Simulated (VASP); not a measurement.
Runs of VASP 6.6.1 on W. The structure is that of space group Im-3m (No. 229), or close to it. The cells are those of the table. 

```tsv
cell	gap on the mesh (eV)	pressure (GPa)
a = 2.691 Å, angles 110.7, 110.7, 107.0°, 1 atom	none	17.6
a = 2.706 Å, angles 111.1, 111.1, 106.2°, 1 atom	none	12.2
a = 2.677 Å, angles 109.1, 109.1, 110.3°, 1 atom	none	(a)
a = 2.773 Å, angles 109.5°, 1 atom	none	(b)
a = 2.650 Å, angles 109.5°, 1 atom	none	36.9
a = 2.814 Å, angles 109.5°, 1 atom	none	-23.5
a = 2.677 Å, angles 110.3, 110.3, 107.8°, 1 atom	none	23.4
a = 2.664 Å, angles 109.9, 109.9, 108.6°, 1 atom	none	29.9
a = 2.691 Å, angles 109.5°, 1 atom	none	(c)
```

Alike in all rows: task single point; level PBEsol; potentials or basis VASP PAW PBE potentials, release 64 (W_sv); no spin polarisation; k mesh 26 × 26 × 26; cutoff (eV) 520; smearing gaussian 0.15 eV.

**Question.** Estimate the missing entries.

**Answer.** (a) 23.2; (b) -12.7; (c) 16.9.

Caveats: the PAW data sets were made with another functional, which shifts forces and pressure a little; spin-orbit coupling is left out, which moves the levels of the heavy elements; the cell stands under tension (at least some runs); the cell stands under pressure (at least some runs); the stress differs along the axes, from 7 to 23 GPa (at least some runs); the stress differs along the axes, from -1 to 19 GPa (at least some runs); the stress differs along the axes, from 21 to 27 GPa (at least some runs).

A k mesh can miss the band edges, and the runs leave out spin-orbit coupling on W.

A gap of «none» marks levels without a gap at the run's occupations.
